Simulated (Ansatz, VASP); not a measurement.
**Sr in VASP and in Ansatz**

```xyz
2
Lattice="4.6488 0.0000 0.0000 -2.3244 3.4934 0.0000 0.0000 0.0000 6.3970" Properties=species:S:1:pos:R:3 pbc="T T T"
Sr    0.0000    2.3290    1.5993
Sr    2.3244    1.1645    4.7978
```

Change from the starting cell: strain +e along x and -e along y +0.0733, strain +e along z and -e/2 along x and y -0.0700.

Alike in both runs: task single point; functional PBEsol; k mesh 12 × 12 × 8; occupations gaussian, width 0.15 eV; no spin polarisation.

|  | VASP | Ansatz |
| --- | --- | --- |
| version | VASP 6.6.1 | Ansatz 0.2.0 |
| potentials or method | VASP PAW PBE potentials, release 64 (Sr_sv), cutoff 520 eV | scalar-relativistic, plane waves, PAW |
| valence electrons in the cell | 20 | 20 |

|  | VASP | Ansatz | Ansatz less VASP |
| --- | --- | --- | --- |
| gap on the k mesh at the Fermi level (eV) | none | none | - |
| pressure (GPa) | 0.3 | 0.3 | -0.01 |
| traceless stress, the component that is largest in VASP (GPa) | -1.58 | -1.58 | +0.002 |
| rms of the force components (eV/Å) | 0.118 | 0.117 | -0.0004 |

VASP's potentials were made for PBE, not for PBEsol. Atom by atom the forces differ by 0.000 eV/Å (rms over components). A gap of «none» marks a metal or a gap that the smearing closes.
